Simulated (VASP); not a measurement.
Here is a VASP 6.6.1 calculation.

Contents of INCAR:

```
ALGO = Normal ; EDIFF = 1E-6
ENCUT = 520 ; GGA = PE
GGA_COMPAT = F ; ISIF = 2
ISMEAR = -1 ; ISYM = 0
LASPH = T ; LCHARG = F
LREAL = F ; LWAVE = F
NBANDS = 123 ; NELM = 120
PREC = Accurate ; SIGMA = 0.05
```

File KPOINTS:

```
Automatic mesh
0
Gamma
  1 1 1
  0.25 0.25 0.25
```

File POSCAR:

```
Si5Ni19
1.0
    6.7405220000     -0.2054610000     -0.1773920000
   -0.2054610000      6.5498610000      0.0568880000
   -0.1773920000      0.0568880000      6.3235750000
Ni Si
19 5
Direct
    0.8311585393      0.9811183191      0.9318845774
    0.5873630659      0.0563813091      0.1366099222
    0.7172773232      0.2717136805      0.3922387275
    0.2655570522      0.5301109545      0.2870649505
    0.1493093041      0.5520408014      0.9068999386
    1.0219464501      0.1262356711      0.2603895470
    0.1818152470      0.8769663056      0.4941558709
    0.4953362944      0.1022342899      0.7311718121
    0.3037076529      0.8672412118      0.1472663311
    0.4438499822      0.7404467157      0.8514061908
    0.6414022276      0.6801529002      0.2030865588
    0.5091523953      0.4717534462      0.6088887143
    0.8326437350      0.2916739258      0.7399476706
    0.9172007908      0.5682853706      0.4882893718
    0.2364092915      0.2155769916      0.9726051123
    0.7896161674      0.6451686360      0.8155224280
    0.8322953678      0.9479130808      0.5520376781
    0.3592550481      0.1990846773      0.3623073091
    0.8949881184      0.4214696679      0.0982880990
    0.5497923644      0.3876910414      1.0102210852
    0.5165478780      0.8170109334      0.5196595823
    0.9624829892      0.7730293123      0.1740291988
    0.1462926640      0.9114042676      0.8218458992
    0.1573275575      0.3055119068      0.6270242211
```

Potentials or basis: VASP PAW PBE potentials, release 64 (Ni, Si).

Launch:

```console
$ cat potpaw_PBE.64/Ni/POTCAR potpaw_PBE.64/Si/POTCAR > POTCAR
$ mpirun -np 1 vasp_std > vasp.out
```

(1) What does it give for the largest force?

(2) What does it give for the band gap on the k mesh?

(3) Estimate the pressure.

## Answers

(1) 1.457 eV/Å.

(2) 0.04 eV.

(3) -1.3 GPa.

Caveat: the k points lie up to 0.99 Å⁻¹ apart.
